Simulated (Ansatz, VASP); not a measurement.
**Two plane-wave programs on Pt**

Contents of INCAR:

```
PREC = Accurate
ENCUT = 520
EDIFF = 1E-6
ISMEAR = 0
SIGMA = 0.15
LREAL = F
LASPH = T
NELM = 60
ALGO = Normal
ISIF = 2
LWAVE = F
LCHARG = F
GGA = PS
NBANDS = 11
```

The input KPOINTS:

```
regular mesh
0
Gamma
  26 26 26
```

The input POSCAR:

```
Pt
1.0
    0.0000000000      1.8610788282      1.8610788282
    1.8610788282      0.0000000000      1.8610788282
    1.8610788282      1.8610788282      0.0000000000
Pt
1
Direct
    0.0000000000      0.0000000000      0.0000000000
```

Input for Ansatz:

```yaml
crystal:
  lattice:
    - [0.0, 1.8610788282, 1.8610788282]
    - [1.8610788282, 0.0, 1.8610788282]
    - [1.8610788282, 1.8610788282, 0.0]
  atoms:
    - { symbol: Pt, position: [0.0, 0.0, 0.0] }
basis:
  ecutwfc: 420
kpoints:
  mp_grid: { grid: [26, 26, 26] }
hamiltonian:
  xc: pbesol
scf:
  occupations: { method: gaussian, width: 0.15 }
output:
  forces: true
  stress: true
  eigenvalues: true
  write_density: true
  write_potential: true
  elf: true
  volumetric_format: npy
```

Change from the starting cell: strain -0.050 along x and y, -0.050 along z, atoms carried along.

Alike in both runs: task single point; functional PBEsol; k mesh 26 × 26 × 26; occupations gaussian, width 0.15 eV; no spin polarisation.

|  | VASP | Ansatz |
| --- | --- | --- |
| version | VASP 6.6.1 | Ansatz 0.2.0 |
| potentials or method | VASP PAW PBE potentials, release 64 (Pt), cutoff 520 eV | scalar-relativistic, plane waves, PAW |
| valence electrons in the cell | 10 | 18 |

Ansatz gave:

* gap on the k mesh at the Fermi level (eV): none
* pressure (GPa): 66.6

What did VASP give for the same quantities?

gap on the k mesh at the Fermi level (eV): none; pressure (GPa): 66.5.

VASP's potentials were made for PBE, not for PBEsol. A gap of «none» marks a metal or a gap that the smearing closes. Both programs put the cell under a high pressure, so it lies far from rest at this level. VASP's potentials hold 10 valence electrons a cell and Ansatz's 18, so a difference there can come from the potentials and not from the codes.

Neither program's run includes spin-orbit coupling. Noted on VASP's run: the cell as given lies far from equilibrium.
